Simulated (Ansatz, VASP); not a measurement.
## Si2B2C: VASP beside Ansatz

```
Si B C
1.0
     2.90701    0.00000    0.00000
    -1.45351    2.51755    0.00000
     0.00000    0.00000    8.36161
Si B C
2 2 1
Direct
  0.33333 0.66667 0.15004
  0.33333 0.66667 0.84996
  0.00000 0.00000 0.50000
  0.33333 0.66667 0.50000
  0.66667 0.33333 0.50000
```

Alike in both runs: functional PBE; k mesh 6 × 6 × 4; occupations gaussian, width 0.1 eV; no spin polarisation.

Ansatz relaxed the structure, and its values are those at the end. VASP's run is a single point on that final structure, the one shown.

|  | VASP | Ansatz |
| --- | --- | --- |
| version | VASP 6.6.1 | Ansatz 0.2.0 |
| potentials or method | VASP PAW PBE potentials, release 64 (Si, B, C), cutoff 520 eV | scalar-relativistic, plane waves, PAW |
| valence electrons in the cell | 18 | 18 |

VASP gave:

```
gap on the k mesh at the Fermi level (eV) : none
pressure (GPa)                            : 0.0
rms of the force components (eV/Å)        : 0.004
```

Problem. What did Ansatz give for the same quantities?

Solution. gap on the k mesh at the Fermi level (eV): none; pressure (GPa): 0.1; rms of the force components (eV/Å): 0.005.

A gap of «none» marks a metal or a gap that the smearing closes. The functional is the same, so the differences come from potentials, cutoffs and numerics.

The k mesh is coarse, so the values compare programs but aren't converged.
